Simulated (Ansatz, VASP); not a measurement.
**Ir: VASP beside Ansatz**

```
Ir
1.0
     0.00000    2.20806    1.46262
     2.20806    0.00000    1.46262
     2.20806    2.20806    0.00000
Ir
1
Direct
  0.00000 0.00000 0.00000
```

Alike in both runs: task single point; functional PBE; k mesh 22 × 22 × 22; occupations gaussian, width 0.15 eV; no spin polarisation.

|  | VASP | Ansatz |
| --- | --- | --- |
| version | VASP 6.6.1 | Ansatz 0.2.0 |
| potentials or method | VASP PAW PBE potentials, release 64 (Ir), cutoff 520 eV | scalar-relativistic, plane waves, PAW |
| valence electrons in the cell | 9 | 17 |

VASP gave:

```
gap on the k mesh at the Fermi level (eV)                     : none
pressure (GPa)                                                : 18.2
traceless stress, the component that is largest in VASP (GPa) : -21.33
```

Q: Which values does Ansatz return?

A: gap on the k mesh at the Fermi level (eV): none; pressure (GPa): 17.4; traceless stress, the component that is largest in VASP (GPa): -21.63.

A gap of «none» marks a metal or a gap that the smearing closes. VASP's potentials hold 9 valence electrons a cell and Ansatz's 17, so a difference there can come from the potentials and not from the codes.

Neither program's run includes spin-orbit coupling.
